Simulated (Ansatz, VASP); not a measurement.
## Zr5N: VASP beside Ansatz

```
Zr N
1.0
     3.18324    0.00000    0.00000
    -1.59162    2.75677    0.00000
     0.00000    0.00000   13.55279
Zr N
5 1
Cartesian
  1.5916 0.9189 12.0979
  0.0000 1.8378 9.3805
  1.5916 0.9189 6.7764
  0.0000 1.8378 4.1723
  1.5916 0.9189 1.4549
  0.0000 1.8378 0.0000
```

Change from the starting cell: species swapped into the CeMg5 type (P-6m2, No. 187).

Alike in both runs: functional PBE; k mesh 12 × 12 × 4; occupations gaussian, width 0.1 eV; no spin polarisation.

Ansatz relaxed the structure, and its values are those at the end. VASP's run is a single point on that final structure, the one shown.

```csv
,VASP,Ansatz
version,VASP 6.6.1,Ansatz 0.2.0
potentials or method,"VASP PAW PBE potentials, release 64 (Zr_sv, N), cutoff 520 eV","scalar-relativistic, plane waves, PAW"
valence electrons in the cell,65,65
```

|  | VASP | Ansatz | Ansatz less VASP |
| --- | --- | --- | --- |
| gap on the k mesh at the Fermi level (eV) | none | none | - |
| pressure (GPa) | 0.1 | 0.0 | -0.05 |
| rms of the force components (eV/Å) | 0.007 | 0.001 | -0.0064 |

A gap of «none» marks a metal or a gap that the smearing closes. The functional is the same, so the differences come from potentials, cutoffs and numerics.
